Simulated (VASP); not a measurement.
BP:

```xyz
2
Lattice="0.0000 2.2690 2.2690 2.2690 0.0000 2.2690 2.2690 2.2690 0.0000" Properties=species:S:1:pos:R:3 pbc="T T T"
B     0.0000    0.0000    0.0000
P     1.1345    1.1345    1.1345
```

Base run:

```yaml
Program: VASP 6.6.1
Functional: r2SCAN
Potentials_or_basis: VASP PAW PBE potentials, release 64 (B, P)
Cutoff: 520 eV
k_mesh: 6 × 6 × 6
Occupations: gaussian, width 0.01 eV
Spin: no spin polarisation
```

Its results: band gap on the k mesh 1.54 eV, indirect (least direct gap 3.64 eV); pressure -0.5 GPa.

The run is repeated on the same cell with these changes: k mesh from 6 × 6 × 6 to 5 × 5 × 5. What comes out?

Band gap on the k mesh 1.44 eV, indirect (least direct gap 3.64 eV); pressure -0.3 GPa.

Caveats: some runs use coarse meshes; the PAW data sets were made with another functional, which shifts forces and pressure a little.

A k mesh can miss the band edges.
